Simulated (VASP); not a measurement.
A run of VASP 6.6.1 is set up as follows.

Contents of POSCAR:

```
ZnS
1.0
    0.0000000000      2.7375567091      2.7375567091
    2.7375567091      0.0000000000      2.7375567091
    2.7375567091      2.7375567091      0.0000000000
Zn S
1 1
Direct
    0.7500000000      0.7500000000      0.7500000000
    0.0000000000      0.0000000000      0.0000000000
```

The input INCAR.step1:

```
SYSTEM = ZnS
PREC     = Accurate       ! precision mode
ENCUT    = 520            ! plane-wave cutoff, eV
EDIFF    = 1E-5           ! SCF threshold, eV
ISMEAR   = -1             ! smearing method
SIGMA    = 0.05           ! smearing width, eV
LREAL    = .FALSE.        ! projectors in reciprocal space
LASPH    = .TRUE.         ! aspherical terms in the spheres
NELM     = 100            ! most SCF steps
ALGO     = Normal         ! electronic algorithm
ISIF     = 2              ! what is computed and relaxed
LWAVE    = .TRUE.         ! write WAVECAR
NBANDS   = 16             ! bands
GGA      = PE             ! functional
```

The input INCAR.step2:

```
SYSTEM = ZnS
PREC     = Accurate       ! precision mode
ENCUT    = 520            ! plane-wave cutoff, eV
EDIFF    = 1E-6           ! SCF threshold, eV
ISMEAR   = -1             ! smearing method
SIGMA    = 0.05           ! smearing width, eV
LREAL    = .FALSE.        ! projectors in reciprocal space
LASPH    = .TRUE.         ! aspherical terms in the spheres
NELM     = 100            ! most SCF steps
ALGO     = Normal         ! electronic algorithm
ISIF     = 2              ! what is computed and relaxed
LWAVE    = .FALSE.        ! write WAVECAR
LCHARG   = .TRUE.         ! write CHGCAR
METAGGA  = R2SCAN         ! meta-GGA
LHFCALC  = .TRUE.         ! exact exchange
AEXX     = 0.1            ! exact-exchange fraction
LMIXTAU  = .TRUE.       
PRECFOCK = Normal       
LELF     = .TRUE.         ! ELF
LVHAR    = .TRUE.       
NBANDS   = 16             ! bands
ISTART   = 1
```

Contents of KPOINTS:

```
regular mesh
0
G
  5 5 5
  0 0 0
```

Potentials or basis: VASP PAW PBE potentials, release 64 (Zn, S).

Run with:

```bash
$ cat potpaw_PBE.64/Zn/POTCAR potpaw_PBE.64/S/POTCAR > POTCAR
$ cp INCAR.step1 INCAR
$ mpirun -np 1 vasp_std > vasp.out
$ cp INCAR.step2 INCAR
$ mpirun -np 1 vasp_std > vasp.out
```

(1) What does it give for the pressure?

(2) Estimate the band gap on the k mesh.

Results:

(1) -3.3 GPa.

(2) 3.16 eV.

Caveat: the cell stands under tension; the PAW data sets were made with another functional, which shifts forces and pressure a little.
